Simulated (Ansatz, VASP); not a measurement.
Two plane-wave programs on TiGe4

The input INCAR:

```
PREC = Accurate
ENCUT = 600
EDIFF = 1E-7
ISMEAR = 0
SIGMA = 0.1
LREAL = False
LASPH = True
NELM = 60
ALGO = Normal
ISIF = 3
LWAVE = False
LCHARG = False
GGA = PE
IBRION = 2
NSW = 90
EDIFFG = -0.04
```

The input KPOINTS:

```
Automatic mesh
0
Gamma
  6 6 6
```

The input POSCAR:

```
TiGe4
1.0
   -2.0915542700      2.0915542700      5.0399113500
    2.0915542700     -2.0915542700      5.0399113500
    2.0915542700      2.0915542700     -5.0399113500
Ti Ge
1 4
Direct
    0.0000000000      0.0000000000      0.0000000000
    0.6170451600      0.6170451600      0.0000000000
    0.7500000000      0.2500000000      0.5000000000
    0.2500000000      0.7500000000      0.5000000000
    0.3829548400      0.3829548400      0.0000000000
```

Input for Ansatz:

```yaml
crystal:
  lattice:
    - [-2.09155427, 2.09155427, 5.03991135]
    - [2.09155427, -2.09155427, 5.03991135]
    - [2.09155427, 2.09155427, -5.03991135]
  atoms:
    - { symbol: Ti, position: [0.0, 0.0, 0.0] }
    - { symbol: Ge, position: [0.61704516, 0.61704516, 0.0] }
    - { symbol: Ge, position: [0.75, 0.25, 0.5] }
    - { symbol: Ge, position: [0.25, 0.75, 0.5] }
    - { symbol: Ge, position: [0.38295484, 0.38295484, 0.0] }
basis:
  ecutwfc: 420
kpoints:
  mp_grid: { grid: [6, 6, 6] }
hamiltonian:
  xc: pbe
scf:
  occupations: { method: gaussian, width: 0.1 }
  lower_state_search: "off"
output:
  forces: true
  stress: true
  eigenvalues: true
relax:
  adjacent_minimum: "off"
  f_tol: 0.04
  max_steps: 70
  cell: { stress_tol: 0.4 }
```

Change from the starting cell: species swapped into the EuGa4 type (I4/mmm, No. 139).

Alike in both runs: task relaxation of cell and atoms; functional PBE; k mesh 6 × 6 × 6; occupations gaussian, width 0.1 eV; no spin polarisation.

|  | VASP | Ansatz |
| --- | --- | --- |
| version | VASP 6.6.1 | Ansatz 0.2.0 |
| potentials or method | VASP PAW PBE potentials, release 64 (Ti_sv, Ge_d), cutoff 600 eV | scalar-relativistic, plane waves, PAW |
| valence electrons in the cell | 68 | 68 |

```csv
,VASP,Ansatz,Ansatz less VASP
"gap on the k mesh at the Fermi level, each at its own relaxed structure (eV)",none,none,-
relaxed volume (Å³/atom),19.20,19.24,+0.042
relaxed cell length with the largest relative difference (Å),7.656,7.684,+0.0273
```

A gap of «none» marks a metal or a gap that the smearing closes.
